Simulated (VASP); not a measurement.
# Si3N4 (P6_3/m) in VASP: single point with PBE0

Aim: the single point of Si3N4 with PBE0.

All numbers are computed with VASP 6.6.1; they aren't measurements. Logs are shortened: lines on timing, memory, paths and dates and some standing lists are left out, and cuts for length are marked.

## (1) The cell of the first run

Symmetry: P6_3/m, No. 176, hexagonal system. The conventional cell has a = 7.606 Å, b = 7.606 Å, c = 2.906 Å, α = 90.00°, β = 90.00°, γ = 120.00°. Si (site symmetry m) has 4 N at 1.73 to 1.74 Å within 2.3 Å. Within 2.3 Å of N (site symmetry m) lie 3 Si at 1.73 to 1.74 Å. N (site symmetry -6) has 3 Si at 1.73 Å within 2.3 Å.

## (2) Single point, PBE0

File POSCAR:

```
Si3N4
1.0
    7.6056354761      0.0000000000      0.0000000000
   -3.8028177380      6.5866735342      0.0000000000
    0.0000000000      0.0000000000      2.9056594875
Si N
6 8
Direct
    0.7693834470      0.1754259185      0.2500000000
    0.5939575286      0.7693834470      0.7500000000
    0.8245740815      0.5939575286      0.2500000000
    0.2306165530      0.8245740815      0.7500000000
    0.4060424714      0.2306165530      0.2500000000
    0.1754259185      0.4060424714      0.7500000000
    0.0312571201      0.3303147533      0.2500000000
    0.7009423668      0.0312571201      0.7500000000
    0.6696852467      0.7009423668      0.2500000000
    0.9687428799      0.6696852467      0.7500000000
    0.2990576332      0.9687428799      0.2500000000
    0.3303147533      0.2990576332      0.7500000000
    0.6666666667      0.3333333333      0.2500000000
    0.3333333333      0.6666666667      0.7500000000
```

File INCAR.step1:

```
SYSTEM = Si3N4
PREC = Accurate
ENCUT = 520
EDIFF = 1E-5
ISMEAR = 0
SIGMA = 0.01
LREAL = .False.
LASPH = .True.
NELM = 100
ALGO = Normal
ISIF = 2
LWAVE = .True.
LCHARG = .False.
NBANDS = 45
GGA = PE
KPAR = 4
```

File INCAR.step2:

```
SYSTEM = Si3N4
PREC = Accurate
ENCUT = 520
EDIFF = 1E-6
ISMEAR = 0
SIGMA = 0.01
LREAL = .False.
LASPH = .True.
NELM = 100
ALGO = Normal
ISIF = 2
LWAVE = .False.
LCHARG = .False.
GGA = PE
LHFCALC = .True.
AEXX = 0.25
PRECFOCK = Fast
NBANDS = 45
ISTART = 1
KPAR = 4
```

File KPOINTS:

```
regular mesh
0
Gamma
  3 3 6
  0 0 0
```

Potentials or basis: VASP PAW PBE potentials, release 64 (Si, N).

Launch:

```sh
> cat potpaw_PBE.64/Si/POTCAR potpaw_PBE.64/N/POTCAR > POTCAR
> cp INCAR.step1 INCAR
> mpirun -np 4 vasp_std > vasp.out
> cp INCAR.step2 INCAR
> mpirun -np 4 vasp_std > vasp.out
```

OUTCAR:

```text
SYSTEM = Si3N4
   PREC = Accurate
   ENCUT = 520
   EDIFF = 1E-6
   ISMEAR = 0
   LREAL = .False.
   LASPH = .True.
   NELM = 100
   ISIF = 2
   GGA = PE
   LHFCALC = .True.
   AEXX = 0.25
   PRECFOCK = Fast
   ISTART = 1

 ion  position               nearest neighbor table
   1  0.769  0.175  0.250-  13 1.73   7 1.73   8 1.74   8 1.74   3 3.00   5 3.00   6 3.05   6 3.05
                             2 3.05   2 3.05
   2  0.594  0.769  0.750-  14 1.73   8 1.73   9 1.74   9 1.74   4 3.00   6 3.00   3 3.05   3 3.05
                             1 3.05   1 3.05
   3  0.825  0.594  0.250-  13 1.73   9 1.73  10 1.74  10 1.74   1 3.00   5 3.00   2 3.05   2 3.05
                             4 3.05   4 3.05
   4  0.231  0.825  0.750-  14 1.73  10 1.73  11 1.74  11 1.74   6 3.00   2 3.00   3 3.05   3 3.05
                             5 3.05   5 3.05
   5  0.406  0.231  0.250-  13 1.73  11 1.73  12 1.74  12 1.74   1 3.00   3 3.00   6 3.05   6 3.05
                             4 3.05   4 3.05
   6  0.175  0.406  0.750-  14 1.73  12 1.73   7 1.74   7 1.74   4 3.00   2 3.00   5 3.05   5 3.05
                             1 3.05   1 3.05
   7  0.031  0.330  0.250-   1 1.73   6 1.74   6 1.74
   8  0.701  0.031  0.750-   2 1.73   1 1.74   1 1.74
   9  0.670  0.701  0.250-   3 1.73   2 1.74   2 1.74
  10  0.969  0.670  0.750-   4 1.73   3 1.74   3 1.74
  11  0.299  0.969  0.250-   5 1.73   4 1.74   4 1.74
  12  0.330  0.299  0.750-   6 1.73   5 1.74   5 1.74
  13  0.667  0.333  0.250-   1 1.73   3 1.73   5 1.73
  14  0.333  0.667  0.750-   4 1.73   6 1.73   2 1.73

  LATTYP: Found a hexagonal cell.
 ALAT       =     7.6056354761
 C/A-ratio  =     0.3820403300

  Lattice vectors:

 A1 = (   7.6056354761,   0.0000000000,   0.0000000000)
 A2 = (  -3.8028177380,   6.5866735342,   0.0000000000)
 A3 = (   0.0000000000,   0.0000000000,   2.9056594875)

Analysis of symmetry for initial positions (statically):
=====================================================================
 Subroutine PRICEL returns:
 Original cell was already a primitive cell.

 Routine SETGRP: Setting up the symmetry group for a
 hexagonal supercell.

 Subroutine GETGRP returns: Found 12 space group operations
 (whereof  6 operations were pure point group operations)
 out of a pool of 24 trial point group operations.

The static configuration has the point symmetry S_6 .
 The point group associated with its full space group is C_6h.

Analysis of symmetry for dynamics (positions and initial velocities):
=====================================================================
 Subroutine PRICEL returns:
 Original cell was already a primitive cell.

 Routine SETGRP: Setting up the symmetry group for a
 hexagonal supercell.

 Subroutine GETGRP returns: Found 12 space group operations
 (whereof  6 operations were pure point group operations)
 out of a pool of 24 trial point group operations.

The dynamic configuration has the point symmetry S_6 .
 The point group associated with its full space group is C_6h.

 Subroutine INISYM returns: Found 12 space group operations
 (whereof  6 operations are pure point group operations),
 and found     1 'primitive' translations

----------------------------------------------------------------------------------------

                                     Primitive cell

  volume of cell :     145.5614

  direct lattice vectors                    reciprocal lattice vectors
     7.605635476  0.000000000  0.000000000     0.131481453  0.075910852  0.000000000
    -3.802817738  6.586673534  0.000000000     0.000000000  0.151821704  0.000000000
     0.000000000  0.000000000  2.905659487     0.000000000  0.000000000  0.344155950

  length of vectors
     7.605635476  7.605635476  2.905659487     0.151821704  0.151821704  0.344155950

  position of ions in fractional coordinates (direct lattice)
     0.769383447  0.175425918  0.250000000
     0.593957529  0.769383447  0.750000000
     0.824574082  0.593957529  0.250000000
     0.230616553  0.824574082  0.750000000
     0.406042471  0.230616553  0.250000000
     0.175425918  0.406042471  0.750000000
     0.031257120  0.330314753  0.250000000
     0.700942367  0.031257120  0.750000000
[... 49 lines left out ...]

 Following reciprocal coordinates:
            Coordinates               Weight
  0.000000  0.000000  0.000000      1.000000
  0.333333 -0.000000  0.000000      6.000000
  0.333333  0.333333  0.000000      2.000000
  0.000000  0.000000  0.166667      2.000000
  0.333333 -0.000000  0.166667     12.000000
  0.333333  0.333333  0.166667      4.000000
  0.000000  0.000000  0.333333      2.000000
  0.333333 -0.000000  0.333333     12.000000
  0.333333  0.333333  0.333333      4.000000
  0.000000  0.000000  0.500000      1.000000
  0.333333 -0.000000  0.500000      6.000000
  0.333333  0.333333  0.500000      2.000000
   k-points           NKPTS =     12   k-points in BZ     NKDIM =     54   number of bands    NBANDS=     45
   number of dos      NEDOS =    301   number of ions     NIONS =     14
   total plane-waves  NPLWV =  86400
   dimension x,y,z NGX =    60 NGY =   60 NGZ =   24
   dimension x,y,z NGXF=   120 NGYF=  120 NGZF=   48
   ions per type =               6   8
   NGX,Y,Z   is equivalent  to a cutoff of  13.11, 13.11, 13.73 a.u.
   NGXF,Y,Z  is equivalent  to a cutoff of  26.23, 26.23, 27.46 a.u.
 SYSTEM =  Si3N4
   PREC   = accura    normal or accurate (medium, high low for compatibility)
   ISTART =      1    job   : 0-new  1-cont  2-samecut
   ICHARG =      0    charge: 1-file 2-atom 10-const
   ISPIN  =      1    spin polarized calculation?
   LNONCOLLINEAR =      F non collinear calculations
   LSORBIT =      F    spin-orbit coupling
   LASPH  =      T    aspherical Exc in radial PAW
   ENCUT  =  520.0 eV  38.22 Ry    6.18 a.u.  14.14 14.14  5.40*2*pi/ulx,y,z
   NELM   =    100;   NELMIN=  2; NELMDL=  0     # of ELM steps
   EDIFF  = 0.1E-05   stopping-criterion for ELM
   LREAL  =      F    real-space projection
   EDIFFG = 0.1E-04   stopping-criterion for IOM
   NSW    =      0    number of steps for IOM
   IBRION =     -1    ionic relax: 0-MD 1-quasi-New 2-CG
   NFREE  =      0    steps in history (QN), initial steepest desc. (CG)
   ISIF   =      2    stress and relaxation
   ISYM   =      3    0-nonsym 1-usesym 2-fastsym
   POTIM  = 0.5000    time-step for ionic-motion
   TEBEG  =    0.0;   TEEND  =   0.0 temperature during run
   PSTRESS=    0.0 pullay stress
   NELECT =      64.0000    total number of electrons
   NUPDOWN=      -1.0000    fix difference up-down
   EMIN   =  10.00;   EMAX   =-10.00  energy-range for DOS
   EFERMI =   0.00;   METHOD = LEGACY
   ISMEAR =     0;   SIGMA  =   0.01  broadening in eV -4-tet -1-fermi 0-gaus
   EFERMI_NEDOS =   21; number of points for ismear=-14 and -15
   IALGO  =     38    algorithm
   IMIX   =      1    mixing-type and parameters
     AMIX     =   0.40;   BMIX     =  1.00
     AMIX_MAG =   1.60;   BMIX_MAG =  1.00
  volume/ion in A,a.u.               =      10.40        70.16
  Fermi-wavevector in a.u.,A,eV,Ry     =   1.244857  2.352438 21.084517  1.549668
  Thomas-Fermi vector in A             =   2.379105
   LORBIT       =      0    0 simple, 1 ext, 2 COOP (PROOUT), +10 PAW based schemes
   GGA     = PE    functional components
   LHFCALC =     T    Hartree Fock is set to
   PRECFOCK=fast      Normal, Fast or Accurate (Low or Medium for compatibility)
   ENCUT4O =  -1.0   cutoff for four orbital integrals eV
   NKREDX  =     1    reduce k-point grid by
   NKREDY  =     1    reduce k-point grid by
   NKREDZ  =     1    reduce k-point grid by
   AEXX    =    0.2500 exact exchange contribution
   HFSCREEN=    0.0000 screening length (either q_TF or 0.3 A-1)
   HFSCREENC=   0.0000 screening length for correlation (either q_TF or 0.3 A-1)
   ENCUTFOCK=  -1.0 apply spherical cutoff to Coloumb kernel
   IVDW    =     0    specifies the selected vdW correction
   LEPSILON=     F    determine dielectric tensor
   LRPA    =     F    only Hartree local field effects (RPA)
 non-spin polarized calculation
 Gauss-broadening in eV      SIGMA  =   0.01
  energy-cutoff  :      520.00
  volume of cell :      145.56
 maximum number of plane-waves:      3965
 NGX is ok and might be reduce to    60
  NGX = 32; NGY = 32; NGZ = 12

 number of electron      63.9999992 magnetization

 Free energy of the ion-electron system (eV)
  ---------------------------------------------------
  ext. energy  EPLUGINS =         0.00000000
  ---------------------------------------------------
  free energy    TOTEN  =      -144.90289118 eV

  energy without entropy =     -144.90289118  energy(sigma->0) =     -144.90289118

 E-fermi :   5.5504     XC(G=0):  -8.5089

 val. band max:        5.4569333812   @ k =   0.0000   0.0000   0.1667
 cond. band min:      11.9951851125   @ k =   0.0000   0.0000   0.0000
 fundamental gap:      6.5382517314
 Fermi energy:         5.5504431988

 k-point     1 :       0.0000    0.0000    0.0000
  band No.  band energies     occupation
      1     -14.4224      2.00000
      2     -12.8593      2.00000
      3     -12.8593      2.00000
      4     -12.1793      2.00000
      5     -12.0246      2.00000
      6     -12.0246      2.00000
[... 553 lines left out ...]
     43      15.4946      0.00000
     44      15.4946      0.00000
 [bands above 44 left out]

------------------------ aborting loop because EDIFF is reached ----------------------------------------

  FORCE on cell =-STRESS in cart. coord.  units (eV):
  Direction    XX          YY          ZZ          XY          YZ          ZX
  --------------------------------------------------------------------------------------
  -------------------------------------------------------------------------------------
  Total       -1.2093824     -1.2093824     -1.3377675     -0.0000001      0.0000000      0.0000000
  in kB      -13.3115264    -13.3115264    -14.7246462     -0.0000010      0.0000000      0.0000000
  external PRESSURE =     -13.7825663 kB  Pullay stress =       0.0000000 kB

 VOLUME and BASIS-vectors are now :
 -----------------------------------------------------------------------------
  energy-cutoff  :      520.00
  volume of cell :      145.56
      direct lattice vectors                 reciprocal lattice vectors
     7.605635476  0.000000000  0.000000000     0.131481453  0.075910852  0.000000000
    -3.802817738  6.586673534  0.000000000     0.000000000  0.151821704  0.000000000
     0.000000000  0.000000000  2.905659487     0.000000000  0.000000000  0.344155950

 POSITION                                       TOTAL-FORCE (eV/Angst)
 -----------------------------------------------------------------------------------
      5.18454      1.15547      0.72641        -0.022495      0.001587     -0.000000
      1.59160      5.06768      2.17924        -0.012622     -0.018688     -0.000000
      4.01270      3.91220      0.72641         0.009873     -0.020275     -0.000000
     -1.38172      5.43120      2.17924         0.022495     -0.001587      0.000000
      2.21122      1.51900      0.72641         0.012622      0.018688      0.000000
     -0.20988      2.67447      2.17924        -0.009873      0.020275     -0.000000
     -1.01840      2.17568      0.72641         0.012925     -0.003149      0.000000
      5.21225      0.20588      2.17924         0.009189      0.009619     -0.000000
      2.42783      4.61688      0.72641        -0.003736      0.012768     -0.000000
      4.82121      4.41100      2.17924        -0.012925      0.003149      0.000000
     -1.40943      6.38079      0.72641        -0.009189     -0.009619      0.000000
      1.37499      1.96979      2.17924         0.003736     -0.012768      0.000000
      3.80282      2.19556      0.72641         0.000000      0.000000     -0.000000
     -0.00000      4.39112      2.17924         0.000000      0.000000      0.000000
 -----------------------------------------------------------------------------------
    total drift:                                0.000000      0.000000     -0.000000

  FREE ENERGIE OF THE ION-ELECTRON SYSTEM (eV)
  ---------------------------------------------------
  free  energy   TOTEN  =      -144.9028911843 eV

  energy  without entropy=     -144.9028911843  energy(sigma->0) =     -144.90289118
```

It took 13 min on 4 MPI ranks of Intel Xeon Platinum 8488C (Sapphire Rapids), shared host; peak memory 0.34 GiB.

What came out:

| Item | Value |
| --- | --- |
| Free energy | -144.9029 eV |
| Pressure | -1.4 GPa |
| Largest force | 0.023 eV/Å |
| Band gap on the k mesh | 6.54 eV (least direct gap 6.78 eV) |

Forces in eV/Å, atoms in the order of the input:
```
Si  -0.022  0.002  0.000
Si  -0.013 -0.019  0.000
Si   0.010 -0.020  0.000
Si   0.022 -0.002  0.000
Si   0.013  0.019  0.000
Si  -0.010  0.020  0.000
N    0.013 -0.003  0.000
N    0.009  0.010  0.000
N   -0.004  0.013  0.000
N   -0.013  0.003  0.000
N   -0.009 -0.010  0.000
N    0.004 -0.013  0.000
N    0.000  0.000  0.000
N    0.000  0.000  0.000
```

Stress tensor (GPa, compression positive):
```
-1.33  0.00  0.00
 0.00 -1.33  0.00
 0.00  0.00 -1.47
```

Caveat: the PAW data sets were made with another functional, which shifts forces and pressure a little.
